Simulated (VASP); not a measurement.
# MgGa2S5 (P6/mmm) in VASP: relaxation of cell and atoms with PBE

Aim: the relaxation of cell and atoms of MgGa2S5 with PBE.

Program: VASP 6.6.1. These are calculated values, not measurements. Logs are shortened: lines on timing, memory, paths and dates and some standing lists are left out, and cuts for length are marked.

**1. The cell of the first run**

The structure is hexagonal, space group P6/mmm (No. 191). The conventional cell has a = 7.926 Å, b = 7.926 Å, c = 4.759 Å, α = 90.00°, β = 90.00°, γ = 120.00°. Ga (site symmetry -6m2) has 5 S at 2.29 to 2.38 Å within 3.0 Å. Within 3.1 Å of S (site symmetry -6m2) lie 2 Ga at 2.38 Å. S (site symmetry mmm) has 2 Ga at 2.29 Å within 3.0 Å.

**2. Relaxation of cell and atoms, PBE**

INCAR

```
ALGO = Normal ; EDIFF = 1E-6
EDIFFG = -0.01 ; ENCUT = 600
GGA = PE ; IBRION = 2
ISIF = 3 ; ISMEAR = 0
LASPH = T ; LCHARG = F
LREAL = F ; LWAVE = F
NELM = 100 ; NSW = 100
PREC = Accurate ; SIGMA = 0.1
```

KPOINTS

```
k-points
0
Gamma
  6 6 8
```

POSCAR

```
MgGa2S5
1.0
    7.9263823525      0.0000000000      0.0000000000
   -3.9631911763      6.8644484774      0.0000000000
    0.0000000000      0.0000000000      4.7594623522
Mg Ga S
1 2 5
Direct
    0.0000000000      0.0000000000      0.0000000000
    0.3333333333      0.6666666667      0.5000000000
    0.6666666667      0.3333333333      0.5000000000
    0.3333333333      0.6666666667      0.0000000000
    0.0000000000      0.5000000000      0.5000000000
    0.5000000000      0.5000000000      0.5000000000
    0.5000000000      0.0000000000      0.5000000000
    0.6666666667      0.3333333333      0.0000000000
```

Potentials or basis: VASP PAW PBE potentials, release 64 (Mg, Ga_d, S).

Run with:

```sh
$ cat potpaw_PBE.64/Mg/POTCAR potpaw_PBE.64/Ga_d/POTCAR potpaw_PBE.64/S/POTCAR > POTCAR
$ mpirun -np 1 vasp_std > vasp.out
```

OUTCAR:

```text
EDIFF = 1E-6
   EDIFFG = -0.01
   ENCUT = 600
   GGA = PE
   IBRION = 2
   ISIF = 3
   ISMEAR = 0
   LASPH = T
   LREAL = F
   NELM = 100
   NSW = 100
   PREC = Accurate

 ion  position               nearest neighbor table
   1  0.000  0.000  0.000-
   2  0.333  0.667  0.500-   5 2.29   7 2.29   6 2.29   4 2.38   4 2.38
   3  0.667  0.333  0.500-   5 2.29   7 2.29   6 2.29   8 2.38   8 2.38
   4  0.333  0.667  0.000-   2 2.38   2 2.38
   5  0.000  0.500  0.500-   2 2.29   3 2.29
   6  0.500  0.500  0.500-   2 2.29   3 2.29
   7  0.500  0.000  0.500-   2 2.29   3 2.29
   8  0.667  0.333  0.000-   3 2.38   3 2.38

  LATTYP: Found a hexagonal cell.
 ALAT       =     7.9263823525
 C/A-ratio  =     0.6004583353

  Lattice vectors:

 A1 = (   7.9263823525,   0.0000000000,   0.0000000000)
 A2 = (  -3.9631911763,   6.8644484774,   0.0000000000)
 A3 = (   0.0000000000,   0.0000000000,   4.7594623522)

Analysis of symmetry for initial positions (statically):
=====================================================================
 Subroutine PRICEL returns:
 Original cell was already a primitive cell.

 Routine SETGRP: Setting up the symmetry group for a
 hexagonal supercell.

 Subroutine GETGRP returns: Found 24 space group operations
 (whereof 24 operations were pure point group operations)
 out of a pool of 24 trial point group operations.

The static configuration has the point symmetry D_6h.

Analysis of symmetry for dynamics (positions and initial velocities):
=====================================================================
 Subroutine PRICEL returns:
 Original cell was already a primitive cell.

 Routine SETGRP: Setting up the symmetry group for a
 hexagonal supercell.

 Subroutine GETGRP returns: Found 24 space group operations
 (whereof 24 operations were pure point group operations)
 out of a pool of 24 trial point group operations.

The dynamic configuration has the point symmetry D_6h.

 Subroutine INISYM returns: Found 24 space group operations
 (whereof 24 operations are pure point group operations),
 and found     1 'primitive' translations

----------------------------------------------------------------------------------------

                                     Primitive cell

  volume of cell :     258.9635

  direct lattice vectors                    reciprocal lattice vectors
     7.926382353  0.000000000  0.000000000     0.126160959  0.072839064  0.000000000
[... 108 lines left out ...]
   PSTRESS=    0.0 pullay stress
   NELECT =      58.0000    total number of electrons
   NUPDOWN=      -1.0000    fix difference up-down
   EMIN   =  10.00;   EMAX   =-10.00  energy-range for DOS
   EFERMI =   0.00;   METHOD = LEGACY
   ISMEAR =     0;   SIGMA  =   0.10  broadening in eV -4-tet -1-fermi 0-gaus
   EFERMI_NEDOS =   21; number of points for ismear=-14 and -15
   IALGO  =     38    algorithm
   IMIX   =      4    mixing-type and parameters
     AMIX     =   0.40;   BMIX     =  1.00
     AMIX_MAG =   1.60;   BMIX_MAG =  1.00
  volume/ion in A,a.u.               =      32.37       218.45
  Fermi-wavevector in a.u.,A,eV,Ry     =   0.994194  1.878755 13.448304  0.988422
  Thomas-Fermi vector in A             =   2.126129
   LORBIT       =      0    0 simple, 1 ext, 2 COOP (PROOUT), +10 PAW based schemes
   GGA     = PE    functional components
   LHFCALC =     F    Hartree Fock is set to
   AEXX    =    0.0000 exact exchange contribution
   IVDW    =     0    specifies the selected vdW correction
   LEPSILON=     F    determine dielectric tensor
   LRPA    =     F    only Hartree local field effects (RPA)
 conjugate gradient relaxation of ions
 non-spin polarized calculation
 Gauss-broadening in eV      SIGMA  =   0.10
  energy-cutoff  :      600.00
  volume of cell :      258.96
 maximum number of plane-waves:      8685
 NGX is ok and might be reduce to    64
   NGX = 31   NGY = 31   NGZ = 19

--------------------------------------- Ionic step        1  -------------------------------------------

 number of electron      57.9999998 magnetization

 Free energy of the ion-electron system (eV)
  ---------------------------------------------------
  ext. energy  EPLUGINS =         0.00000000
  ---------------------------------------------------
  free energy    TOTEN  =       -24.33438121 eV

  energy without entropy =      -24.29422987  energy(sigma->0) =      -24.31430554

------------------------ aborting loop because EDIFF is reached ----------------------------------------

  FORCE on cell =-STRESS in cart. coord.  units (eV):
  Direction    XX          YY          ZZ          XY          YZ          ZX
  --------------------------------------------------------------------------------------
  -------------------------------------------------------------------------------------
  Total       -0.2561706     -0.2561706      0.2737077      0.0000000      0.0000000     -0.0000000
  in kB       -1.5848979     -1.5848979      1.6933977      0.0000000      0.0000000     -0.0000000
  external PRESSURE =      -0.4921327 kB  Pullay stress =       0.0000000 kB
[... 113 lines left out ...]
--------------------------------------- Ionic step        4  -------------------------------------------

 number of electron      57.9999998 magnetization

 Free energy of the ion-electron system (eV)
  ---------------------------------------------------
  ext. energy  EPLUGINS =         0.00000000
  ---------------------------------------------------
  free energy    TOTEN  =       -24.33526566 eV

  energy without entropy =      -24.29524612  energy(sigma->0) =      -24.31525589

 E-fermi :   0.4154     XC(G=0):  -7.4130

 val. band max:        0.4141140315   @ k =   0.5000   0.0000   0.5000
 cond. band min:       0.4278311841   @ k =   0.1667   0.1667   0.0000
 fundamental gap:      0.0137171527
 Fermi energy:         0.4153527666

 k-point     1 :       0.0000    0.0000    0.0000
  band No.  band energies     occupation
      1     -14.4117      2.00000
      2     -14.3715      2.00000
      3     -14.3309      2.00000
      4     -14.3309      2.00000
      5     -14.2031      2.00000
      6     -14.2031      2.00000
[... 877 lines left out ...]
     33       3.2705      0.00000
     34       4.2362      0.00000

 [... further k-points ...]

------------------------ aborting loop because EDIFF is reached ----------------------------------------

  FORCE on cell =-STRESS in cart. coord.  units (eV):
  Direction    XX          YY          ZZ          XY          YZ          ZX
  --------------------------------------------------------------------------------------
  -------------------------------------------------------------------------------------
  Total        0.0281347      0.0281347      0.0676982     -0.0000000      0.0000000      0.0000000
  in kB        0.1744518      0.1744518      0.4197690     -0.0000000      0.0000000      0.0000000
  external PRESSURE =       0.2562242 kB  Pullay stress =       0.0000000 kB
[... 23 lines left out ...]
  FREE ENERGIE OF THE ION-ELECTRON SYSTEM (eV)
  ---------------------------------------------------
  free  energy   TOTEN  =       -24.3352656637 eV

  energy  without entropy=      -24.2952461152  energy(sigma->0) =      -24.31525589

 reached required accuracy - stopping structural energy minimisation
```

It took 20 min on 1 thread of AMD EPYC 7R43 (Zen 3), shared host; peak memory 0.65 GiB.

Results:

* Free energy: -24.3353 eV
* Relaxed volume: 32.30 Å³/atom
* Relaxed cell: a = 7.908 Å, b = 7.908 Å, c = 4.771 Å, α = 90.00°, β = 90.00°, γ = 120.00°
* Space group after relaxing (to 0.05 Å): P6/mmm (No. 191)
* Energy gained by relaxing: 0.1 meV/atom
* Ionic steps: 4
* Pressure after relaxing: 0.0 GPa
* Band gap on the k mesh: zero (band 29 reaches 0.66 eV, above the bottom of band 30 at 0.10 eV)

Step by step:
| step | energy change (eV) | largest force (eV/Å) | pressure (GPa) | volume (Å³) |
| --- | --- | --- | --- | --- |
| 1 | 0.0000 | 0.0000 | -0.05 | 258.96 |
| 2 | -0.0008 | 0.0000 | 0.01 | 258.59 |
| 3 | -0.0009 | 0.0000 | 0.03 | 258.41 |
| 4 | -0.0009 | 0.0000 | 0.03 | 258.39 |

Final structure:
```cif
data_structure
_symmetry_space_group_name_H-M 'P 1'
_symmetry_Int_Tables_number 1
_cell_length_a 7.9076
_cell_length_b 7.9076
_cell_length_c 4.7715
_cell_angle_alpha 90.000
_cell_angle_beta 90.000
_cell_angle_gamma 120.000
_cell_volume 258.39
loop_
_atom_site_label
_atom_site_type_symbol
_atom_site_fract_x
_atom_site_fract_y
_atom_site_fract_z
_atom_site_occupancy
Mg1 Mg 0.00000 0.00000 0.00000 1
Ga1 Ga 0.33333 0.66667 0.50000 1
Ga2 Ga 0.66667 0.33333 0.50000 1
S1 S 0.33333 0.66667 0.00000 1
S2 S 0.00000 0.50000 0.50000 1
S3 S 0.50000 0.50000 0.50000 1
S4 S 0.50000 0.00000 0.50000 1
S5 S 0.66667 0.33333 0.00000 1
```
